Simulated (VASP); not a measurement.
# In2SbN: relaxation of cell and atoms with PBE

Crystal: In2SbN.

```
CELL_PARAMETERS angstrom
4.06656 0.00000 0.00000
-2.03328 3.52174 0.00000
0.00000 0.00000 5.33593
ATOMIC_POSITIONS crystal
In 0.00000 0.00000 0.74682
In 0.00000 0.00000 0.25318
Sb 0.66667 0.33333 0.50000
N 0.33333 0.66667 0.00000
```

The cell was generated, and may not be a known phase.

| Property | Result |
| --- | --- |
| Program | VASP 6.6.1 |
| Task | relaxation of cell and atoms |
| Functional | PBE |
| Potentials or basis | VASP PAW PBE potentials, release 64 (In_d, Sb_d_GW, N) |
| Cutoff | 700 eV |
| k mesh | 6 × 6 × 4 |
| Occupations | gaussian, width 0.1 eV |
| Spin | no spin polarisation |
| Dipole correction | no |
| Further INCAR settings | ALGO = Normal; EDIFF = 1e-07; IBRION = 2; EDIFFG = -0.04; NSW = 90; ISIF = 3 |

```yaml
Relaxed_volume: 20.37 Å³/atom
Relaxed_cell: a = 3.411 Å, b = 3.411 Å, c = 8.084 Å, α = 90.00°, β = 90.00°, γ = 120.00°
Space_group_after_relaxing_to_0.1_Å: P-6m2 (No. 187)
Energy_gained_by_relaxing: 907.3 meV/atom
Ionic_steps: 15
Pressure_after_relaxing: 0.1 GPa
Largest_force_after_relaxing: 0.024 eV/Å
Band_gap_on_the_k_mesh: zero (bands 23 and 24 overlap by 4.32 eV)
```

Forces in eV/Å, atoms in the order of the input:
```
In   0.000  0.000 -0.024
In   0.000  0.000  0.024
Sb   0.000  0.000  0.000
N    0.000  0.000  0.000
```

Stress tensor (GPa, compression positive):
```
 0.14  0.00  0.00
 0.00  0.14  0.00
 0.00  0.00 -0.07
```

Step by step:
```tsv
step	energy change (eV)	largest force (eV/Å)	pressure (GPa)	volume (Å³)
1	0.0000	4.3198	21.61	76.42
2	-1.4321	0.6179	-6.65	108.25
3	-1.6869	0.0238	-2.12	95.77
4	-2.1610	0.7371	-2.80	93.64
5	-2.9252	2.4232	-1.03	84.68
6	-3.1853	2.0140	-0.33	82.37
7	-3.3898	1.7075	1.09	79.57
8	-3.2846	0.3050	10.29	73.47
9	-3.5100	1.0872	3.11	77.51
10	-3.5118	0.8433	4.11	76.76
11	-3.6239	0.2186	0.32	80.89
12	-3.6279	0.0757	-0.45	81.92
13	-3.6279	0.0903	-0.36	81.82
14	-3.6292	0.0537	0.23	81.38
15	-3.6293	0.0240	0.07	81.47
```

Final structure:
```yaml
crystal:
  lattice:
    - [3.41118, 0.00000, 0.00000]
    - [-1.70559, 2.95417, 0.00000]
    - [0.00000, 0.00000, 8.08434]
  atoms:
    - { symbol: In, position: [0.00000, 0.00000, 0.82254] }
    - { symbol: In, position: [0.00000, 0.00000, 0.17746] }
    - { symbol: Sb, position: [0.66667, 0.33333, 0.50000] }
    - { symbol: N, position: [0.33333, 0.66667, 0.00000] }
```

Levels at points of the mesh, in eV from the Fermi level:
```tsv
k point	band 20	band 21	band 22	band 23	band 24	band 25	band 26	band 27
(0.00, 0.00, 0.00)	-3.11	-1.25	-1.25	2.40	3.32	3.98	3.98	7.96
(0.50, 0.00, 0.00)	-4.20	-3.43	-2.16	0.26	0.42	1.40	1.62	3.18
(0.00, 0.00, 0.50)	-1.24	-1.24	-0.61	0.16	3.99	3.99	5.32	7.90
(0.50, 0.00, 0.50)	-3.38	-2.14	-2.13	-1.41	-0.97	1.27	3.26	3.64
```

Wall time 10 min on 1 thread of Intel(R) Xeon(R) Platinum 8488C (Sapphire Rapids), on a shared host, peak memory 0.31 GiB.

Caveat: a cell axis changed by over 15 % at a fixed basis, so the end point is rough; spin-orbit coupling is left out, which moves the levels of the heavy elements.
